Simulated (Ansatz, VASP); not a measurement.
Two plane-wave programs on Ru

The input POSCAR:

```
Ru
1.0
    0.0000000000      2.5818259214      2.5818259214
    2.5818259214      0.0000000000      2.5818259214
    2.5818259214      2.5818259214      0.0000000000
Ru
2
Direct
   -0.2825000000     -0.0725000000     -0.0725000000
    0.2825000000      0.0725000000      0.0725000000
```

File INCAR.step1:

```
SYSTEM = Ru
ALGO = Normal ; EDIFF = 1E-5
ENCUT = 440 ; GGA = PE
GGA_COMPAT = .False. ; ISMEAR = -1
LASPH = .True. ; LCHARG = .False.
LREAL = .False. ; LWAVE = .True.
NBANDS = 21 ; NELM = 120
PREC = Accurate ; SIGMA = 0.05
```

INCAR.step2

```
SYSTEM = Ru
ALGO = Normal ; EDIFF = 1E-8
ENCUT = 440 ; GGA_COMPAT = .False.
ISIF = 2 ; ISMEAR = -1
ISTART = 1 ; LASPH = .True.
LCHARG = .False. ; LEFG = .True.
LMIXTAU = .True. ; LREAL = .False.
LWAVE = .False. ; METAGGA = R2SCAN
NBANDS = 21 ; NELM = 120
PREC = Accurate ; SIGMA = 0.05
```

KPOINTS

```
k-points
0
Gamma
  10 10 10
  0 0 0
```

Input for Ansatz:

```yaml
crystal:
  lattice:
    - [0.0, 2.5818259214, 2.5818259214]
    - [2.5818259214, 0.0, 2.5818259214]
    - [2.5818259214, 2.5818259214, 0.0]
  atoms:
    - { symbol: Ru, position: [-0.2825, -0.0725, -0.0725] }
    - { symbol: Ru, position: [0.2825, 0.0725, 0.0725] }
kpoints:
  mp_grid: { grid: [10, 10, 10] }
scf:
  occupations: { method: fermi_dirac, width: 0.05 }
hamiltonian:
  xc: r2scan
  pseudopotentials: { kind: paw }
output:
  forces: true
  stress: true
  eigenvalues: true
  efg: { contact_densities: true }
  populations: true
  write_density: true
  write_potential: true
  elf: true
  volumetric_format: npy
```

Change from the starting cell: shortest bond scaled by 0.58, PAW files.

Alike in both runs: task electric field gradients; functional r2SCAN; k mesh 10 × 10 × 10; occupations fermi-dirac, width 0.05 eV; no spin polarisation.

|  | VASP | Ansatz |
| --- | --- | --- |
| version | VASP 6.6.1 | Ansatz 0.2.0 |
| potentials or method | VASP PAW PBE potentials, release 64 (Ru_pv) | PAW with Ansatz's default frozen-core files, scalar-relativistic |
| plane-wave cutoff (eV) | 440 | 500 |
| valence electrons in the cell | 28 | 32 |

|  | VASP | Ansatz | Ansatz less VASP |
| --- | --- | --- | --- |
| pressure (GPa) | 394.8 | 513.3 | +118.57 |
| traceless stress, the component that is largest in VASP (GPa) | -399.51 | -502.15 | -102.639 |
| rms of the force components (eV/Å) | 113.694 | 142.641 | +28.9472 |
| size of Vzz on the site where it differs most (V/Å²) | 880.6 | 221.7 | -658.97 |

VASP's potentials were made for PBE, not for r2SCAN. Atom by atom the forces differ by 28.947 eV/Å (rms over components). The pressures are high and differ by over a tenth, so treat them with care. The functional is the same, so the differences come from potentials, cutoffs and numerics. VASP's potentials hold 28 valence electrons a cell and Ansatz's 32, so a difference there can come from the potentials and not from the codes.

Noted on VASP's run: the cell as given lies far from equilibrium.
